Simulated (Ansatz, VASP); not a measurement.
# Si2Mo in VASP and in Ansatz

INCAR

```
SYSTEM = Si2Mo
PREC     = Accurate       ! precision mode
ENCUT    = 520            ! plane-wave cutoff, eV
EDIFF    = 1E-7           ! SCF threshold, eV
ISMEAR   = -1             ! smearing method
SIGMA    = 0.1            ! smearing width, eV
LREAL    = .FALSE.        ! projectors in reciprocal space
LASPH    = .TRUE.         ! aspherical terms in the spheres
NELM     = 80             ! most SCF steps
ALGO     = Normal         ! electronic algorithm
ISIF     = 2              ! what is computed and relaxed
LWAVE    = .FALSE.        ! write WAVECAR
LCHARG   = .FALSE.        ! write CHGCAR
GGA      = PS             ! functional
NBANDS   = 31             ! bands
```

Contents of KPOINTS:

```
Automatic mesh
0
G
  8 8 8
  0 0 0
```

The input POSCAR:

```
Si2Mo
1.0
   -4.1520190000      2.4105610000      0.0000000000
    0.0000000000      2.4105610000      4.2946880000
    4.1520190000      2.4105610000      0.0000000000
Mo Si
2 4
Direct
    0.0000000000      0.0000000000      0.0000000000
    0.7500000000      0.5000000000      0.2500000000
    0.6632800000      0.0000000000      0.3367200000
    0.3367200000      0.0000000000      0.6632800000
    0.0867200000      0.5000000000      0.9132800000
    0.4132800000      0.5000000000      0.5867200000
```

Input for Ansatz:

```yaml
crystal:
  lattice:
    - [-4.152019, 2.410561, 0.0]
    - [0.0, 2.410561, 4.294688]
    - [4.152019, 2.410561, 0.0]
  atoms:
    - { symbol: Mo, position: [0.0, 0.0, 0.0] }
    - { symbol: Mo, position: [0.75, 0.5, 0.25] }
    - { symbol: Si, position: [0.66328, 0.0, 0.33672] }
    - { symbol: Si, position: [0.33672, 0.0, 0.66328] }
    - { symbol: Si, position: [0.08672, 0.5, 0.91328] }
    - { symbol: Si, position: [0.41328, 0.5, 0.58672] }
  symmetry: { tolerance: 0.0003 }
kpoints:
  mp_grid: { grid: [8, 8, 8], shift: [0, 0, 0] }
  band_path:
    path:
      - [0.0, 0.0, 0.0]
      - [-0.5, 0.0, 0.5]
      - [-0.5, -0.5, 0.5]
      - [0.0, -0.5, 0.0]
      - [0.0, 0.0, 0.0]
      - [0.41302834, 0.41302834, 0.41302834]
      - [-0.41302834, -0.41302834, 0.58697166]
      - [-0.5, -0.5, 0.5]
      - [-0.5, 0.0, 0.5]
      - [-0.25550569, 0.24449431, 0.74449431]
      - [0.25550569, -0.24449431, 0.25550569]
    npoints: 6
magnetization:
  spin_polarized: false
scf:
  occupations: { method: fermi_dirac }
  lower_state_search: "off"
  max_iter: 200
hamiltonian:
  pseudopotentials: { kind: paw }
  xc: pbesol
basis:
  ecutwfc: 420
  fft_grid_basis: typed
output:
  forces: true
  stress: true
  eigenvalues: true
  bader: true
  populations: true
  elf: true
  write_potential: true
  volumetric_format: npy
  dos:
    e_range: [-12, 8]
    de: 0.05
    projected: { site_lists: { Mo: [Mo], Si: [Si] } }
checkpoint:
  read: saved_state
```

Alike in both runs: task single point; functional PBEsol; k mesh 8 × 8 × 8; no spin polarisation.

|  | VASP | Ansatz |
| --- | --- | --- |
| version | VASP 6.6.1 | Ansatz 0.2.0 |
| potentials or method | VASP PAW PBE potentials, release 64 (Mo_sv, Si), cutoff 520 eV | PAW plane waves |
| occupations | fermi-dirac, width 0.1 eV | fermi-dirac |
| valence electrons in the cell | 44 | 44 |

Ansatz gave:

| Item | Value |
| --- | --- |
| pressure (GPa) | -13.1 |
| traceless stress, the component that is largest in VASP (GPa) | -7.29 |
| rms of the force components (eV/Å) | 0.009 |

What did VASP give for the same quantities?

Pressure (GPa): -12.9; traceless stress, the component that is largest in VASP (GPa): -7.30; rms of the force components (eV/Å): 0.007.

VASP's potentials were made for PBE, not for PBEsol. Atom by atom the forces differ by 0.002 eV/Å (rms over components).
